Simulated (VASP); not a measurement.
# HfSi3 (Pm-3m) in VASP: relaxation of cell and atoms with PBE

Aim: the relaxation of cell and atoms of HfSi3 with PBE.

Everything below comes from runs of VASP 6.6.1. Logs are shortened: lines on timing, memory, paths and dates and some standing lists are left out, and cuts for length are marked.

## Step 1: The cell of the first run

Symmetry: Pm-3m, No. 221, cubic system. The conventional cell has a = 3.924 Å, b = 3.924 Å, c = 3.924 Å, α = 90.00°, β = 90.00°, γ = 90.00°. Hf (site symmetry m-3m) has 12 Si at 2.77 Å within 3.7 Å. Within 3.7 Å of Si (site symmetry 4/mmm) lie 4 Hf at 2.77 Å and 8 Si at 2.77 Å.

The cell was built from a structure type or drawn by symmetry, and may not be a known phase.

## Step 2: Relaxation of cell and atoms, PBE

INCAR reads:

```
SYSTEM = HfSi3
PREC = Accurate
ENCUT = 600
EDIFF = 1E-7
ISMEAR = 0
SIGMA = 0.1
LREAL = .False.
LASPH = .True.
NELM = 60
ALGO = Normal
ISIF = 3
LWAVE = .False.
LCHARG = .False.
GGA = PE
IBRION = 2
NSW = 100
EDIFFG = -0.01
```

KPOINTS reads:

```
Automatic mesh
0
Gamma
  12 12 12
  0 0 0
```

POSCAR reads:

```
HfSi3
1.0
    3.9235526600      0.0000000000      0.0000000000
    0.0000000000      3.9235526600      0.0000000000
    0.0000000000      0.0000000000      3.9235526600
Hf Si
1 3
Direct
    0.0000000000      0.0000000000      0.0000000000
    0.0000000000      0.5000000000      0.5000000000
    0.5000000000      0.0000000000      0.5000000000
    0.5000000000      0.5000000000      0.0000000000
```

Potentials or basis: VASP PAW PBE potentials, release 64 (Hf_pv, Si).

Started as:

```
> cat potpaw_PBE.64/Hf_pv/POTCAR potpaw_PBE.64/Si/POTCAR > POTCAR
> mpirun -np 1 vasp_std > vasp.out
```

OUTCAR:

```text
SYSTEM = HfSi3
   PREC = Accurate
   ENCUT = 600
   EDIFF = 1E-7
   ISMEAR = 0
   LREAL = .False.
   LASPH = .True.
   NELM = 60
   ISIF = 3
   GGA = PE
   IBRION = 2
   NSW = 100
   EDIFFG = -0.01

 ion  position               nearest neighbor table
   1  0.000  0.000  0.000-   2 2.77   3 2.77   4 2.77   2 2.77   3 2.77   2 2.77   4 2.77   2 2.77
                             3 2.77   4 2.77   3 2.77   4 2.77
   2  0.000  0.500  0.500-   1 2.77   3 2.77   4 2.77   1 2.77   4 2.77   1 2.77   3 2.77   1 2.77
                             3 2.77   4 2.77   4 2.77   3 2.77
   3  0.500  0.000  0.500-   1 2.77   2 2.77   4 2.77   1 2.77   4 2.77   2 2.77   4 2.77   4 2.77
                             1 2.77   2 2.77   1 2.77   2 2.77
   4  0.500  0.500  0.000-   1 2.77   2 2.77   3 2.77   2 2.77   3 2.77   1 2.77   3 2.77   3 2.77
                             1 2.77   2 2.77   2 2.77   1 2.77

  LATTYP: Found a simple cubic cell.
 ALAT       =     3.9235526600

  Lattice vectors:

 A1 = (   3.9235526600,   0.0000000000,   0.0000000000)
 A2 = (   0.0000000000,   3.9235526600,   0.0000000000)
 A3 = (   0.0000000000,   0.0000000000,   3.9235526600)

Analysis of symmetry for initial positions (statically):
=====================================================================
 Subroutine PRICEL returns:
 Original cell was already a primitive cell.

 Routine SETGRP: Setting up the symmetry group for a
 simple cubic supercell.

 Subroutine GETGRP returns: Found 48 space group operations
 (whereof 48 operations were pure point group operations)
 out of a pool of 48 trial point group operations.

The static configuration has the point symmetry O_h .

Analysis of symmetry for dynamics (positions and initial velocities):
=====================================================================
 Subroutine PRICEL returns:
 Original cell was already a primitive cell.

 Routine SETGRP: Setting up the symmetry group for a
 simple cubic supercell.

 Subroutine GETGRP returns: Found 48 space group operations
 (whereof 48 operations were pure point group operations)
 out of a pool of 48 trial point group operations.

The dynamic configuration has the point symmetry O_h .

 Subroutine INISYM returns: Found 48 space group operations
 (whereof 48 operations are pure point group operations),
 and found     1 'primitive' translations

----------------------------------------------------------------------------------------

                                     Primitive cell

  volume of cell :      60.4002

  direct lattice vectors                    reciprocal lattice vectors
     3.923552660  0.000000000  0.000000000     0.254871054  0.000000000  0.000000000
     0.000000000  3.923552660  0.000000000     0.000000000  0.254871054  0.000000000
     0.000000000  0.000000000  3.923552660     0.000000000  0.000000000  0.254871054

  length of vectors
     3.923552660  3.923552660  3.923552660     0.254871054  0.254871054  0.254871054

  position of ions in fractional coordinates (direct lattice)
     0.000000000  0.000000000  0.000000000
     0.000000000  0.500000000  0.500000000
     0.500000000  0.000000000  0.500000000
     0.500000000  0.500000000  0.000000000

  ion indices of the primitive-cell ions
   primitive index   ion index
                 1           1
                 2           2
                 3           3
                 4           4

----------------------------------------------------------------------------------------

 KPOINTS: Automatic mesh

Automatic generation of k-mesh.
 Grid dimensions read from file:
 generate k-points for:   12   12   12

 Generating k-lattice:

  Cartesian coordinates                     Fractional coordinates (reciprocal lattice)
     0.021239254  0.000000000  0.000000000     0.083333333  0.000000000  0.000000000
     0.000000000  0.021239254  0.000000000     0.000000000  0.083333333  0.000000000
     0.000000000  0.000000000  0.021239254     0.000000000  0.000000000  0.083333333

  Length of vectors
     0.021239254  0.021239254  0.021239254

  Shift w.r.t. Gamma in fractional coordinates (k-lattice)
     0.000000000  0.000000000  0.000000000

 Subroutine IBZKPT returns following result:
 ===========================================

 Found     84 irreducible k-points:

 Following reciprocal coordinates:
            Coordinates               Weight
  0.000000  0.000000  0.000000      1.000000
  0.083333  0.000000  0.000000      6.000000
  0.166667  0.000000  0.000000      6.000000
  0.250000  0.000000  0.000000      6.000000
  0.333333  0.000000  0.000000      6.000000
  0.416667  0.000000  0.000000      6.000000
[... 16 lines left out ...]
  0.333333  0.333333  0.000000     12.000000
  0.416667  0.333333  0.000000     24.000000
 [... further k-points ...]
   k-points           NKPTS =     84   k-points in BZ     NKDIM =     84   number of bands    NBANDS=     15
   number of dos      NEDOS =    301   number of ions     NIONS =      4
   total plane-waves  NPLWV =  32768
   dimension x,y,z NGX =    32 NGY =   32 NGZ =   32
   dimension x,y,z NGXF=    64 NGYF=   64 NGZF=   64
   ions per type =               1   3
   NGX,Y,Z   is equivalent  to a cutoff of  13.56, 13.56, 13.56 a.u.
   NGXF,Y,Z  is equivalent  to a cutoff of  27.12, 27.12, 27.12 a.u.
 SYSTEM =  HfSi3
   PREC   = accura    normal or accurate (medium, high low for compatibility)
   ISTART =      0    job   : 0-new  1-cont  2-samecut
   ICHARG =      2    charge: 1-file 2-atom 10-const
   ISPIN  =      1    spin polarized calculation?
   LNONCOLLINEAR =      F non collinear calculations
   LSORBIT =      F    spin-orbit coupling
   LASPH  =      T    aspherical Exc in radial PAW
   ENCUT  =  600.0 eV  44.10 Ry    6.64 a.u.   7.84  7.84  7.84*2*pi/ulx,y,z
   NELM   =     60;   NELMIN=  2; NELMDL= -5     # of ELM steps
   EDIFF  = 0.1E-06   stopping-criterion for ELM
   LREAL  =      F    real-space projection
   EDIFFG = -.1E-01   stopping-criterion for IOM
   NSW    =    100    number of steps for IOM
   IBRION =      2    ionic relax: 0-MD 1-quasi-New 2-CG
   NFREE  =      1    steps in history (QN), initial steepest desc. (CG)
   ISIF   =      3    stress and relaxation
   ISYM   =      2    0-nonsym 1-usesym 2-fastsym
   POTIM  = 0.5000    time-step for ionic-motion
   TEBEG  =    0.0;   TEEND  =   0.0 temperature during run
   PSTRESS=    0.0 pullay stress
   NELECT =      22.0000    total number of electrons
   NUPDOWN=      -1.0000    fix difference up-down
   EMIN   =  10.00;   EMAX   =-10.00  energy-range for DOS
   EFERMI =   0.00;   METHOD = LEGACY
   ISMEAR =     0;   SIGMA  =   0.10  broadening in eV -4-tet -1-fermi 0-gaus
   EFERMI_NEDOS =   21; number of points for ismear=-14 and -15
   IALGO  =     38    algorithm
   IMIX   =      4    mixing-type and parameters
     AMIX     =   0.40;   BMIX     =  1.00
     AMIX_MAG =   1.60;   BMIX_MAG =  1.00
  volume/ion in A,a.u.               =      15.10       101.90
  Fermi-wavevector in a.u.,A,eV,Ry     =   1.169148  2.209370 18.597906  1.366908
  Thomas-Fermi vector in A             =   2.305625
   LORBIT       =      0    0 simple, 1 ext, 2 COOP (PROOUT), +10 PAW based schemes
   GGA     = PE    functional components
   LHFCALC =     F    Hartree Fock is set to
   AEXX    =    0.0000 exact exchange contribution
   IVDW    =     0    specifies the selected vdW correction
   LEPSILON=     F    determine dielectric tensor
   LRPA    =     F    only Hartree local field effects (RPA)
 conjugate gradient relaxation of ions
 non-spin polarized calculation
 Gauss-broadening in eV      SIGMA  =   0.10
  energy-cutoff  :      600.00
  volume of cell :       60.40
 maximum number of plane-waves:      2040
 NGX is ok and might be reduce to    32
   NGX = 15   NGY = 15   NGZ = 15

--------------------------------------- Ionic step        1  -------------------------------------------

 number of electron      22.0000001 magnetization

 Free energy of the ion-electron system (eV)
  ---------------------------------------------------
  ext. energy  EPLUGINS =         0.00000000
  ---------------------------------------------------
  free energy    TOTEN  =       -26.39290826 eV

  energy without entropy =      -26.38573440  energy(sigma->0) =      -26.38932133

------------------------ aborting loop because EDIFF is reached ----------------------------------------

  FORCE on cell =-STRESS in cart. coord.  units (eV):
  Direction    XX          YY          ZZ          XY          YZ          ZX
  --------------------------------------------------------------------------------------
  -------------------------------------------------------------------------------------
  Total        1.7199262      1.7199262      1.7199262     -0.0000000     -0.0000000      0.0000000
  in kB       45.6227990     45.6227990     45.6227990     -0.0000000     -0.0000000      0.0000000
  external PRESSURE =      45.6227990 kB  Pullay stress =       0.0000000 kB
[... 61 lines left out ...]
  energy  without entropy=      -26.4017083670  energy(sigma->0) =      -26.40561138

--------------------------------------- Ionic step        3  -------------------------------------------

 number of electron      21.9999998 magnetization

 Free energy of the ion-electron system (eV)
  ---------------------------------------------------
  ext. energy  EPLUGINS =         0.00000000
  ---------------------------------------------------
  free energy    TOTEN  =       -26.42372307 eV

  energy without entropy =      -26.41618442  energy(sigma->0) =      -26.41995374

 E-fermi :   9.2328     XC(G=0): -11.4318

 val. band max:        9.2259722849   @ k =   0.1667   0.0000   0.0000
 cond. band min:       9.2493222638   @ k =   0.3333   0.1667   0.0833
 fundamental gap:      0.0233499789
 Fermi energy:         9.2327937635

 k-point     1 :       0.0000    0.0000    0.0000
  band No.  band energies     occupation
      1     -22.0535      2.00000
      2     -22.0535      2.00000
      3     -22.0535      2.00000
      4      -4.1688      2.00000
      5       3.2348      2.00000
      6       3.2348      2.00000
      7       5.0298      2.00000
      8       5.0298      2.00000
      9       5.0298      2.00000
     10       9.0661      1.98161
     11       9.1933      1.42349
     12       9.1933      1.42349
     13       9.1933      1.42349
     14      11.3599      0.00000
     15      11.3599      0.00000
[... 397 lines left out ...]
 k-point    24 :       0.4167    0.3333    0.0000
  band No.  band energies     occupation
      1     -22.1030      2.00000
      2     -22.0911      2.00000
      3     -22.0448      2.00000
      4      -1.5917      2.00000
      5       0.1526      2.00000
      6       1.2721      2.00000
      7       3.5288      2.00000
      8       5.6183      2.00000
      9       6.4878      2.00000
     10       7.4998      2.00000
     11       8.9111      1.99999
     12       9.2625      0.67476
     13       9.7622      0.00000
     14      10.6216      0.00000
     15      11.9389      0.00000

 [... further k-points ...]

------------------------ aborting loop because EDIFF is reached ----------------------------------------

  FORCE on cell =-STRESS in cart. coord.  units (eV):
  Direction    XX          YY          ZZ          XY          YZ          ZX
  --------------------------------------------------------------------------------------
  -------------------------------------------------------------------------------------
  Total       -0.0006669     -0.0006669     -0.0006669     -0.0000000      0.0000000      0.0000000
  in kB       -0.0170592     -0.0170592     -0.0170592     -0.0000000      0.0000000      0.0000000
  external PRESSURE =      -0.0170592 kB  Pullay stress =       0.0000000 kB
[... 19 lines left out ...]
  FREE ENERGIE OF THE ION-ELECTRON SYSTEM (eV)
  ---------------------------------------------------
  free  energy   TOTEN  =       -26.4237230687 eV

  energy  without entropy=      -26.4161844195  energy(sigma->0) =      -26.41995374

 reached required accuracy - stopping structural energy minimisation
```

Wall time 3.1 min (1 thread of Intel Xeon 8259CL, shared host); peak memory 0.25 GiB.

What came out:

| Property | Result |
| --- | --- |
| Free energy | -26.4237 eV |
| Relaxed volume | 15.66 Å³/atom |
| Relaxed cell | a = 3.971 Å, b = 3.971 Å, c = 3.971 Å, α = 90.00°, β = 90.00°, γ = 90.00° |
| Space group after relaxing (to 0.1 Å) | Pm-3m (No. 221) |
| Energy gained by relaxing | 7.7 meV/atom |
| Ionic steps | 3 |
| Pressure after relaxing | 0.0 GPa |
| Band gap on the k mesh | zero (bands 11 and 12 overlap by 1.90 eV) |

Step by step:
| step | energy change (eV) | largest force (eV/Å) | pressure (GPa) | volume (Å³) |
| --- | --- | --- | --- | --- |
| 1 | 0.0000 | 0.0000 | 4.56 | 60.40 |
| 2 | -0.0166 | 0.0000 | -2.78 | 64.24 |
| 3 | -0.0308 | 0.0000 | 0.00 | 62.64 |

Final structure:
```yaml
crystal:
  lattice:
    - [3.97144, 0.00000, 0.00000]
    - [0.00000, 3.97144, 0.00000]
    - [0.00000, 0.00000, 3.97144]
  atoms:
    - { symbol: Hf, position: [0.00000, 0.00000, 0.00000] }
    - { symbol: Si, position: [0.00000, 0.50000, 0.50000] }
    - { symbol: Si, position: [0.50000, 0.00000, 0.50000] }
    - { symbol: Si, position: [0.50000, 0.50000, 0.00000] }
```

Caveat: spin-orbit coupling is left out, which moves the levels of the heavy elements.
